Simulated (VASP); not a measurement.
Runs of VASP 6.6.1 on Ti. The structure is that of space group Im-3m (No. 229), or close to it. The cells are those of the table. This isn't the form of Ti at room conditions, which is hcp.

```tsv
level	cell	k mesh	share of exact exchange	screening parameter	gap on the mesh (eV)	pressure (GPa)
BHLYP	a = 2.861 Å, angles 109.5°, 1 atom	6 × 6 × 6	0.5	-	none	-5.0
HSE06	a = 2.861 Å, angles 109.5°, 1 atom	8 × 8 × 8	0.25	0.2079 1/Å	none	-5.5
BHLYP	a = 2.898 Å, angles 109.5°, 1 atom	6 × 6 × 6	0.5	-	none	(a)
BHLYP	a = 2.880 Å, angles 109.5°, 1 atom	6 × 6 × 6	0.5	-	none	-7.4
```

Alike in all rows: task single point; potentials or basis VASP PAW PBE potentials, release 64 (Ti_sv); no spin polarisation; cutoff (eV) 520; smearing fermi-dirac 0.05 eV.

Problem. Estimate the missing entries.

Solution. (a) -9.5.

Caveats: some runs use coarse meshes; the PAW data sets were made with another functional, which shifts forces and pressure a little; the cell stands under tension (at least some runs).

A gap of «none» marks levels without a gap at the run's occupations.
